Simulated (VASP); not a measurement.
C: single point with PBEsol

Crystal: C.

```xyz
4
Lattice="2.4991 0.0000 0.0000 -1.2496 2.1643 0.0000 0.0000 0.0000 4.1190" Properties=species:S:1:pos:R:3 pbc="T T T"
C     0.0000    1.4429   -0.0011
C     1.2496    0.7214    2.0584
C     0.0000    1.4429    1.5416
C     1.2496    0.7214    3.6011
```

This cell differs from its parent crystal: strained cell.

```yaml
Program: VASP 6.6.1
Task: single point
Functional: PBEsol
Potentials_or_basis: VASP PAW PBE potentials, release 64 (C)
Cutoff: 520 eV
k_mesh: 9 × 9 × 6
Occupations: gaussian, width 0.02 eV
Spin: no spin polarisation
Dipole_correction: no
Further_INCAR_settings: ALGO = Normal; EDIFF = 1e-06; NBANDS = 16
```

* Pressure: 5.8 GPa
* Band gap on the k mesh: 3.03 eV, indirect (least direct gap 4.81 eV)

Forces in eV/Å, atoms in the order of the input:
```
C    0.000  0.000  0.002
C    0.000  0.000  0.002
C    0.000  0.000 -0.002
C    0.000  0.000 -0.002
```

Stress tensor (GPa, compression positive):
```
 1.18  0.00  0.00
 0.00  1.18  0.00
 0.00  0.00 15.03
```

Levels at points of the mesh, in eV from the valence-band top:
| k point | band 6 | band 7 | band 8 | band 9 | band 10 | band 11 |
| --- | --- | --- | --- | --- | --- | --- |
| (0.00, 0.00, 0.00) | -0.51 | 0.00 | 0.00 | 4.81 | 4.81 | 5.60 |
| (0.00, 0.00, 0.50) | -1.97 | -1.97 | -1.97 | 7.19 | 7.19 | 7.19 |

Run time: 26 s on 1 thread of AMD EPYC 7R13 (shared host), peak memory 0.1 GiB.

Caveat: the cell differs from its parent crystal (strained cell); the PAW data sets were made with another functional, which shifts forces and pressure a little. A k mesh can miss the band edges.
